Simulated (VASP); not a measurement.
Wanted: the native input for a VASP 6.6.1 run.

| Item | Value |
| --- | --- |
| Task | single point |
| Functional | PBE |
| Potentials or basis | VASP PAW PBE potentials, release 64 (Li_sv, Sr_sv, H) |
| Cutoff | 520 eV |
| k mesh | 6 × 6 × 6 |
| Occupations | gaussian, width 0.05 eV |
| Spin | no spin polarisation |
| Dipole correction | no |
| Further INCAR settings | ALGO = Normal; EDIFF = 1e-06; NBANDS = 16 |

The structure of SrLiH3 lies in POSCAR:

```
SrLiH3
1.0
    4.6307910000      0.0000000000      0.0289424438
    0.0000000000      4.6307910000      0.0000000000
    0.0289424438      0.0000000000      4.6307910000
Li Sr H
1 1 3
Direct
    0.0000000000      0.0000000000      0.0000000000
    0.5000000000      0.5000000000      0.5000000000
    0.0000000000      0.5000000000      0.5000000000
    0.5000000000      0.0000000000      0.5000000000
    0.5000000000      0.5000000000      0.0000000000
```

This cell differs from its parent crystal: strain +0.0125 x Voigt [0, 0, 0, 0, 1, 0].

These files were run (other wordings do the same):

INCAR

```
ALGO = Normal ; EDIFF = 1E-6
ENCUT = 520 ; GGA = PE
ISIF = 2 ; ISMEAR = 0
LASPH = True ; LCHARG = True
LELF = True ; LREAL = False
LVHAR = True ; LWAVE = False
NBANDS = 16 ; NELM = 80
PREC = Accurate ; SIGMA = 0.05
```

KPOINTS

```
k-points
0
Gamma
  6 6 6
```

Potentials or basis: VASP PAW PBE potentials, release 64 (Li_sv, Sr_sv, H).

Run with:

```bash
$ cat potpaw_PBE.64/Li_sv/POTCAR potpaw_PBE.64/Sr_sv/POTCAR potpaw_PBE.64/H/POTCAR > POTCAR
$ mpirun -np 1 vasp_std > vasp.out
```

Results of the run:

The band gap on the k mesh is 1.80 eV (least direct gap 2.22 eV).

Caveat: the cell differs from its parent crystal (strain +0.0125 x Voigt [0, 0, 0, 0, 1, 0]).

Run time: 43 s on 1 thread of Intel(R) Xeon(R) Platinum 8559C (Emerald Rapids), with other jobs on the host, peak memory 0.25 GiB.
